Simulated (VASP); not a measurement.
Wanted: the native input for a VASP 6.6.1 run.

```yaml
Task: single point
Functional: r2SCAN
Potentials_or_basis: VASP PAW PBE potentials, release 64 (Zn, S)
Cutoff: 520 eV
k_mesh: 12 × 12 × 4
Occupations: gaussian, width 0.01 eV
Spin: no spin polarisation
Dipole_correction: no
Further_INCAR_settings: ALGO = Normal; EDIFF = 1e-06; NBANDS = 26
```

The system is ZnS.

```xyz
4
Lattice="3.8816 0.0000 0.0000 -1.9408 3.3615 0.0000 0.0000 0.0000 6.1720" Properties=species:S:1:pos:R:3 pbc="T T T"
Zn    0.0000    2.2410   -0.0149
Zn    1.9408    1.1205    3.0711
S     0.0000    2.2410    2.3294
S     1.9408    1.1205    5.4154
```

This cell differs from its parent crystal: epitaxial xy strain +2.0%.

These files were run (other wordings do the same):

POSCAR

```
ZnS
1.0
    3.8815598613      0.0000000000      0.0000000000
   -1.9407799307      3.3615294462      0.0000000000
    0.0000000000      0.0000000000      6.1720007316
Zn S
2 2
Direct
    0.3333333333      0.6666666667     -0.0024082538
    0.6666666667      0.3333333333      0.4975917462
    0.3333333333      0.6666666667      0.3774082538
    0.6666666667      0.3333333333      0.8774082538
```

INCAR.step1

```
PREC     = Accurate       # precision mode
ENCUT    = 520            # plane-wave cutoff, eV
ISMEAR   = 0              # smearing method
SIGMA    = 0.01           # smearing width, eV
LREAL    = False          # projectors in reciprocal space
LASPH    = True           # aspherical terms in the spheres
NELM     = 100            # most SCF steps
NBANDS   = 26             # bands
GGA      = PE             # functional
ALGO     = Normal         # electronic algorithm
EDIFF    = 1E-4           # SCF threshold, eV
LWAVE    = True           # write WAVECAR
LCHARG   = False          # write CHGCAR
```

INCAR.step2

```
PREC     = Accurate       # precision mode
ENCUT    = 520            # plane-wave cutoff, eV
EDIFF    = 1E-6           # SCF threshold, eV
ISMEAR   = 0              # smearing method
SIGMA    = 0.01           # smearing width, eV
LREAL    = False          # projectors in reciprocal space
LASPH    = True           # aspherical terms in the spheres
NELM     = 100            # most SCF steps
ALGO     = Normal         # electronic algorithm
ISIF     = 2              # what is computed and relaxed
LWAVE    = False          # write WAVECAR
LCHARG   = False          # write CHGCAR
METAGGA  = R2SCAN         # meta-GGA
LMIXTAU  = True         
NBANDS   = 26             # bands
ISTART   = 1
```

KPOINTS

```
Automatic mesh
0
Gamma
  12 12 4
```

Potentials or basis: VASP PAW PBE potentials, release 64 (Zn, S).

Launch:

```bash
$ cat potpaw_PBE.64/Zn/POTCAR potpaw_PBE.64/S/POTCAR > POTCAR
$ cp INCAR.step1 INCAR
$ mpirun -np 1 vasp_std > vasp.out
$ cp INCAR.step2 INCAR
$ mpirun -np 1 vasp_std > vasp.out
```

It gave:

```
Pressure               : -1.9 GPa
Largest force          : 0.007 eV/Å
Band gap on the k mesh : 2.67 eV, direct
```

Caveat: the cell differs from its parent crystal (epitaxial xy strain +2.0%); the PAW data sets were made with another functional, which shifts forces and pressure a little.

Wall time 8.5 min on 1 thread of AMD EPYC 7R13, on a shared host, peak memory 0.24 GiB.
